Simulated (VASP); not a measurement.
A run of VASP 6.6.1 is set up as follows.

File INCAR:

```
SYSTEM = Al2Au
AGGAC = 1.0
AGGAX = 1.0
ALDAC = 0.0
ALDAX = 1.0
ALGO = Normal
EDIFF = 1E-6
EDIFFG = -0.01
ENCUT = 600
GGA = B5
IBRION = 2
ISIF = 3
ISMEAR = -1
LASPH = .True.
LCHARG = .False.
LREAL = .False.
LWAVE = .False.
NELM = 80
NSW = 60
PREC = Accurate
SIGMA = 0.05
```

KPOINTS

```
k-points
0
Gamma
  8 8 8
  0 0 0
```

Contents of POSCAR:

```
Al2Au
1.0
    0.0000000000      3.0000000000      3.0000000000
    3.0000000000      0.0000000000      3.0000000000
    3.0000000000      3.0000000000      0.0000000000
Au Al
1 2
Direct
    0.0000000000      0.0000000000      0.0000000000
    0.7500000000      0.7500000000      0.7500000000
    0.2500000000      0.2500000000      0.2500000000
```

Potentials or basis: VASP PAW PBE potentials, release 64 (Au, Al).

Run with:

```sh
$ cat potpaw_PBE.64/Au/POTCAR potpaw_PBE.64/Al/POTCAR > POTCAR
$ mpirun -np 1 vasp_std > vasp.out
```

(1) Estimate the relaxed volume.

(2) Estimate the relaxed cell.

## Answers

(1) 19.37 Å³/atom.

(2) a = 4.348 Å, b = 4.348 Å, c = 4.348 Å, α = 60.00°, β = 60.00°, γ = 60.00°.

Caveat: the PAW data sets were made with another functional, which shifts forces and pressure a little.
